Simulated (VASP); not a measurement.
# Al2O3 (P-3m1) in VASP: single point with LDA

Aim: the single point of Al2O3 with LDA.

All numbers are computed with VASP 6.6.1; they aren't measurements. Logs are shortened: lines on timing, memory, paths and dates and some standing lists are left out, and cuts for length are marked.

### Step 1. The cell of the first run

Symmetry: P-3m1, No. 164, trigonal system. The conventional cell has a = 3.017 Å, b = 3.017 Å, c = 7.575 Å, α = 90.00°, β = 90.00°, γ = 120.00°. Al (site symmetry 3m) has 4 O at 1.68 to 1.84 Å within 2.2 Å. O (site symmetry 3m) has 3 Al at 1.84 Å within 2.4 Å. Within 2.2 Å of O (site symmetry -3m) lie 2 Al at 1.68 Å.

### Step 2. Single point, LDA

File INCAR:

```
PREC     = Accurate       # precision mode
ENCUT    = 520            # plane-wave cutoff, eV
EDIFF    = 1E-6           # SCF threshold, eV
ISMEAR   = 0              # smearing method
SIGMA    = 0.1            # smearing width, eV
LREAL    = False          # projectors in reciprocal space
LASPH    = True           # aspherical terms in the spheres
NELM     = 100            # most SCF steps
ALGO     = Normal         # electronic algorithm
ISIF     = 2              # what is computed and relaxed
LWAVE    = False          # write WAVECAR
LCHARG   = False          # write CHGCAR
NBANDS   = 20             # bands
```

File KPOINTS:

```
Automatic mesh
0
Gamma
  6 6 4
```

File POSCAR:

```
Al2O3
1.0
    3.0174825440      0.0000000000      0.0000000000
   -1.5087412720      2.6132165386      0.0000000000
    0.0000000000      0.0000000000      7.5746360022
Al O
2 3
Direct
    0.0000000000      0.0000000000      0.2779510000
    0.0000000000      0.0000000000      0.7220490000
    0.3333333300      0.6666666700      0.1994540000
    0.6666666700      0.3333333300      0.8005460000
    0.0000000000      0.0000000000      0.5000000000
```

Potentials or basis: VASP PAW LDA potentials, release 64 (Al, O).

Started as:

```console
> cat potpaw_LDA.64/Al/POTCAR potpaw_LDA.64/O/POTCAR > POTCAR
> mpirun -np 1 vasp_std > vasp.out
```

OUTCAR:

```text
PREC = Accurate
   ENCUT = 520
   EDIFF = 1E-6
   ISMEAR = 0
   LREAL = False
   LASPH = True
   NELM = 100
   ISIF = 2

 ion  position               nearest neighbor table
   1  0.000  0.000  0.278-   5 1.68   3 1.84   3 1.84   3 1.84   2 3.36
   2  0.000  0.000  0.722-   5 1.68   4 1.84   4 1.84   4 1.84   1 3.36
   3  0.333  0.667  0.199-   1 1.84   1 1.84   1 1.84
   4  0.667  0.333  0.801-   2 1.84   2 1.84   2 1.84
   5  0.000  0.000  0.500-   1 1.68   2 1.68

  LATTYP: Found a hexagonal cell.
 ALAT       =     3.0174825440
 C/A-ratio  =     2.5102501478

  Lattice vectors:

 A1 = (   3.0174825440,   0.0000000000,   0.0000000000)
 A2 = (  -1.5087412720,   2.6132165386,   0.0000000000)
 A3 = (   0.0000000000,   0.0000000000,   7.5746360022)

Analysis of symmetry for initial positions (statically):
=====================================================================
 Subroutine PRICEL returns:
 Original cell was already a primitive cell.

 Routine SETGRP: Setting up the symmetry group for a
 hexagonal supercell.

 Subroutine GETGRP returns: Found 12 space group operations
 (whereof 12 operations were pure point group operations)
 out of a pool of 24 trial point group operations.

The static configuration has the point symmetry D_3d.

Analysis of symmetry for dynamics (positions and initial velocities):
=====================================================================
 Subroutine PRICEL returns:
 Original cell was already a primitive cell.

 Routine SETGRP: Setting up the symmetry group for a
 hexagonal supercell.

 Subroutine GETGRP returns: Found 12 space group operations
 (whereof 12 operations were pure point group operations)
 out of a pool of 24 trial point group operations.

The dynamic configuration has the point symmetry D_3d.

 Subroutine INISYM returns: Found 12 space group operations
 (whereof 12 operations are pure point group operations),
 and found     1 'primitive' translations

----------------------------------------------------------------------------------------

                                     Primitive cell

  volume of cell :      59.7285

  direct lattice vectors                    reciprocal lattice vectors
     3.017482544  0.000000000  0.000000000     0.331402083  0.191335082  0.000000000
    -1.508741272  2.613216539  0.000000000     0.000000000  0.382670163  0.000000000
     0.000000000  0.000000000  7.574636002     0.000000000  0.000000000  0.132019545

  length of vectors
     3.017482544  3.017482544  7.574636002     0.382670163  0.382670163  0.132019545

  position of ions in fractional coordinates (direct lattice)
     0.000000000  0.000000000  0.277951000
     0.000000000  0.000000000  0.722049000
     0.333333330  0.666666670  0.199454000
     0.666666670  0.333333330  0.800546000
     0.000000000  0.000000000  0.500000000

  ion indices of the primitive-cell ions
   primitive index   ion index
                 1           1
                 2           2
                 3           3
                 4           4
                 5           5

----------------------------------------------------------------------------------------

 KPOINTS: Automatic mesh

Automatic generation of k-mesh.
 Grid dimensions read from file:
 generate k-points for:    6    6    4

 Generating k-lattice:

  Cartesian coordinates                     Fractional coordinates (reciprocal lattice)
     0.055233680  0.031889180  0.000000000     0.166666667  0.000000000  0.000000000
     0.000000000  0.063778361  0.000000000     0.000000000  0.166666667  0.000000000
     0.000000000  0.000000000  0.033004886     0.000000000  0.000000000  0.250000000

  Length of vectors
     0.063778361  0.063778361  0.033004886

  Shift w.r.t. Gamma in fractional coordinates (k-lattice)
     0.000000000  0.000000000  0.000000000

 Subroutine IBZKPT returns following result:
 ===========================================

 Found     24 irreducible k-points:

 Following reciprocal coordinates:
            Coordinates               Weight
  0.000000  0.000000  0.000000      1.000000
  0.166667  0.000000  0.000000      6.000000
  0.333333  0.000000  0.000000      6.000000
  0.500000  0.000000  0.000000      3.000000
  0.166667  0.166667  0.000000      6.000000
  0.333333  0.166667  0.000000     12.000000
[... 16 lines left out ...]
  0.333333  0.166667  0.500000     12.000000
  0.333333  0.333333  0.500000      2.000000
   k-points           NKPTS =     24   k-points in BZ     NKDIM =     24   number of bands    NBANDS=     20
   number of dos      NEDOS =    301   number of ions     NIONS =      5
   total plane-waves  NPLWV =  32256
   dimension x,y,z NGX =    24 NGY =   24 NGZ =   56
   dimension x,y,z NGXF=    48 NGYF=   48 NGZF=  112
   ions per type =               2   3
   NGX,Y,Z   is equivalent  to a cutoff of  13.22, 13.22, 12.29 a.u.
   NGXF,Y,Z  is equivalent  to a cutoff of  26.45, 26.45, 24.58 a.u.
 SYSTEM =  unknown system
   PREC   = accura    normal or accurate (medium, high low for compatibility)
   ISTART =      0    job   : 0-new  1-cont  2-samecut
   ICHARG =      2    charge: 1-file 2-atom 10-const
   ISPIN  =      1    spin polarized calculation?
   LNONCOLLINEAR =      F non collinear calculations
   LSORBIT =      F    spin-orbit coupling
   LASPH  =      T    aspherical Exc in radial PAW
   ENCUT  =  520.0 eV  38.22 Ry    6.18 a.u.   5.61  5.61 14.08*2*pi/ulx,y,z
   NELM   =    100;   NELMIN=  2; NELMDL= -5     # of ELM steps
   EDIFF  = 0.1E-05   stopping-criterion for ELM
   LREAL  =      F    real-space projection
   EDIFFG = 0.1E-04   stopping-criterion for IOM
   NSW    =      0    number of steps for IOM
   IBRION =     -1    ionic relax: 0-MD 1-quasi-New 2-CG
   NFREE  =      0    steps in history (QN), initial steepest desc. (CG)
   ISIF   =      2    stress and relaxation
   ISYM   =      2    0-nonsym 1-usesym 2-fastsym
   POTIM  = 0.5000    time-step for ionic-motion
   TEBEG  =    0.0;   TEEND  =   0.0 temperature during run
   PSTRESS=    0.0 pullay stress
   NELECT =      24.0000    total number of electrons
   NUPDOWN=      -1.0000    fix difference up-down
   EMIN   =  10.00;   EMAX   =-10.00  energy-range for DOS
   EFERMI =   0.00;   METHOD = LEGACY
   ISMEAR =     0;   SIGMA  =   0.10  broadening in eV -4-tet -1-fermi 0-gaus
   EFERMI_NEDOS =   21; number of points for ismear=-14 and -15
   IALGO  =     38    algorithm
   IMIX   =      4    mixing-type and parameters
     AMIX     =   0.40;   BMIX     =  1.00
     AMIX_MAG =   1.60;   BMIX_MAG =  1.00
  volume/ion in A,a.u.               =      11.95        80.61
  Fermi-wavevector in a.u.,A,eV,Ry     =   1.208049  2.282882 19.856107  1.459383
  Thomas-Fermi vector in A             =   2.343669
   LORBIT       =      0    0 simple, 1 ext, 2 COOP (PROOUT), +10 PAW based schemes
   GGA     = CA    functional components
   LHFCALC =     F    Hartree Fock is set to
   AEXX    =    0.0000 exact exchange contribution
   IVDW    =     0    specifies the selected vdW correction
   LEPSILON=     F    determine dielectric tensor
   LRPA    =     F    only Hartree local field effects (RPA)
 non-spin polarized calculation
 Gauss-broadening in eV      SIGMA  =   0.10
  energy-cutoff  :      520.00
  volume of cell :       59.73
 maximum number of plane-waves:      1624
 NGX is ok and might be reduce to    24
   NGX = 11   NGY = 11   NGZ = 29

 number of electron      24.0000012 magnetization

 Free energy of the ion-electron system (eV)
  ---------------------------------------------------
  ext. energy  EPLUGINS =         0.00000000
  ---------------------------------------------------
  free energy    TOTEN  =       -39.68465802 eV

  energy without entropy =      -39.68465802  energy(sigma->0) =      -39.68465802

 E-fermi :   4.0419     XC(G=0): -10.2358

 val. band max:        3.5019518235   @ k =   0.0000   0.0000   0.0000
 cond. band min:       5.6889894712   @ k =   0.0000   0.0000   0.0000
 fundamental gap:      2.1870376477
 Fermi energy:         4.0419081231

 k-point     1 :       0.0000    0.0000    0.0000
  band No.  band energies     occupation
      1     -15.8230      2.00000
      2     -15.6162      2.00000
      3     -13.0568      2.00000
      4      -2.3768      2.00000
      5      -1.0165      2.00000
      6      -0.2143      2.00000
[... 12 lines left out ...]
     19      15.2969      0.00000
     20      15.6685      0.00000

 k-point     2 :       0.1667    0.0000    0.0000
  band No.  band energies     occupation
      1     -15.6076      2.00000
      2     -15.4271      2.00000
      3     -12.9454      2.00000
      4      -2.3615      2.00000
      5      -1.2891      2.00000
      6      -0.9447      2.00000
[... 12 lines left out ...]
     19      15.2762      0.00000
     20      15.8560      0.00000

 k-point     3 :       0.3333    0.0000    0.0000
  band No.  band energies     occupation
      1     -15.1234      2.00000
      2     -15.0194      2.00000
      3     -12.7216      2.00000
      4      -3.2160      2.00000
      5      -2.8561      2.00000
      6      -1.0207      2.00000
[... 12 lines left out ...]
     19      14.9409      0.00000
     20      16.5418      0.00000

 k-point     4 :       0.5000    0.0000    0.0000
  band No.  band energies     occupation
      1     -14.8299      2.00000
      2     -14.8133      2.00000
      3     -12.6128      2.00000
      4      -3.8152      2.00000
      5      -3.5498      2.00000
      6      -0.9001      2.00000
[... 429 lines left out ...]
 k-point    23 :       0.3333    0.1667    0.5000
  band No.  band energies     occupation
      1     -14.8382      2.00000
      2     -14.8186      2.00000
      3     -12.6094      2.00000
      4      -3.5268      2.00000
      5      -3.0775      2.00000
      6      -1.6315      2.00000
[... 12 lines left out ...]
     19      14.9767      0.00000
     20      15.5891      0.00000

 k-point    24 :       0.3333    0.3333    0.5000
  band No.  band energies     occupation
      1     -14.7045      2.00000
      2     -14.7045      2.00000
      3     -12.5515      2.00000
      4      -3.0968      2.00000
      5      -2.6626      2.00000
      6      -2.6626      2.00000
[... 12 lines left out ...]
     19      14.5393      0.00000
     20      14.8294      0.00000

------------------------ aborting loop because EDIFF is reached ----------------------------------------

  FORCE on cell =-STRESS in cart. coord.  units (eV):
  Direction    XX          YY          ZZ          XY          YZ          ZX
  --------------------------------------------------------------------------------------
  -------------------------------------------------------------------------------------
  Total       -2.9086896     -2.9086896     -2.6503716      0.0000000      0.0000000     -0.0000000
  in kB      -78.0236066    -78.0236066    -71.0944033      0.0000000      0.0000000     -0.0000000
  external PRESSURE =     -75.7138721 kB  Pullay stress =       0.0000000 kB

 VOLUME and BASIS-vectors are now :
 -----------------------------------------------------------------------------
  energy-cutoff  :      520.00
  volume of cell :       59.73
      direct lattice vectors                 reciprocal lattice vectors
     3.017482544  0.000000000  0.000000000     0.331402083  0.191335082  0.000000000
    -1.508741272  2.613216539  0.000000000     0.000000000  0.382670163  0.000000000
     0.000000000  0.000000000  7.574636002     0.000000000  0.000000000  0.132019545

 POSITION                                       TOTAL-FORCE (eV/Angst)
 -----------------------------------------------------------------------------------
      0.00000      0.00000      2.10538         0.000000     -0.000000      0.114072
      0.00000      0.00000      5.46926        -0.000000      0.000000     -0.114072
     -0.00000      1.74214      1.51079        -0.000000     -0.000000      0.429989
      1.50874      0.87107      6.06384        -0.000000      0.000000     -0.429989
      0.00000      0.00000      3.78732         0.000000      0.000000      0.000000
 -----------------------------------------------------------------------------------
    total drift:                                0.000000      0.000000      0.000000

  FREE ENERGIE OF THE ION-ELECTRON SYSTEM (eV)
  ---------------------------------------------------
  free  energy   TOTEN  =       -39.6846580188 eV

  energy  without entropy=      -39.6846580188  energy(sigma->0) =      -39.68465802
```

It took 14 s on 1 thread of Intel Xeon 6975P-C (Granite Rapids), shared host; peak memory 0.15 GiB.

Results:

```
Free energy            : -39.6847 eV
Pressure               : -7.6 GPa
Largest force          : 0.430 eV/Å
Band gap on the k mesh : 2.19 eV, direct
```

Forces in eV/Å, atoms in the order of the input:
```
Al   0.000  0.000  0.114
Al   0.000  0.000 -0.114
O    0.000  0.000  0.430
O    0.000  0.000 -0.430
O    0.000  0.000  0.000
```

Levels at points of the mesh, in eV from the valence-band top:
```tsv
k point	band 10	band 11	band 12	band 13	band 14	band 15
(0.00, 0.00, 0.00)	-2.33	0.00	0.00	2.19	4.18	7.17
(0.50, 0.00, 0.00)	-3.09	-1.77	-0.49	4.40	6.03	7.96
(0.00, 0.00, 0.50)	-3.14	0.00	0.00	3.12	3.24	7.93
(0.50, 0.00, 0.50)	-3.32	-1.70	-0.49	4.87	5.41	7.90
```
